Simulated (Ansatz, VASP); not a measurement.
## Au: VASP beside Ansatz

```
Au
1.0
     0.00000    2.13190    2.13190
     2.13190    0.00000    2.13190
     2.13190    2.13190    0.00000
Au
1
Direct
  0.00000 0.00000 0.00000
```

Alike in both runs: functional LDA; k mesh 17 × 17 × 17; occupations fermi-dirac, width 0.05 eV; no spin polarisation.

Ansatz relaxed the structure, and its values are those at the end. VASP's run is a single point on that final structure, the one shown.

|  | VASP | Ansatz |
| --- | --- | --- |
| version | VASP 6.6.1 | Ansatz 0.2.0 |
| potentials or method | VASP PAW LDA potentials, release 64 (Au), cutoff 520 eV | all-electron LAPW, non-relativistic |

```csv
,VASP,Ansatz,Ansatz less VASP
pressure (GPa),-19.0,0.0,+19.02
```

LDA's correlation is that of Perdew and Zunger in VASP and of Perdew and Wang (1992) in Ansatz. One of these differences is far larger than is usual between the two programs; its cause wasn't traced. Ansatz ran all-electron here, and VASP with PAW potentials.

Spin-orbit coupling is off throughout.
